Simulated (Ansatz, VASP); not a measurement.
Na: VASP beside Ansatz

```
Na
1.0
     0.00000    2.55840    2.55840
     2.55840    0.00000    2.55840
     2.55840    2.55840    0.00000
Na
1
Direct
  0.00000 0.00000 0.00000
```

Alike in both runs: functional LDA; k mesh 10 × 10 × 10; occupations fermi-dirac, width 0.1 eV; no spin polarisation.

Ansatz relaxed the structure, and its values are those at the end. VASP's run is a single point on that final structure, the one shown.

```csv
,VASP,Ansatz
version,VASP 6.6.1,Ansatz 0.2.0
potentials or method,"VASP PAW LDA potentials, release 64 (Na_pv), cutoff 520 eV","plane waves (420 eV) with PAW, scalar-relativistic"
valence electrons in the cell,7,9
```

Ansatz gave:

```
pressure (GPa) : 0.0
```

Problem. Estimate VASP's values.

Solution. Pressure (GPa): -0.1.

Ansatz warns that its potentials were made for another functional, while VASP's fit it. LDA's correlation is that of Perdew and Zunger in VASP and of Perdew and Wang (1992) in Ansatz. VASP's potentials hold 7 valence electrons a cell and Ansatz's 9, so a difference there can come from the potentials and not from the codes.
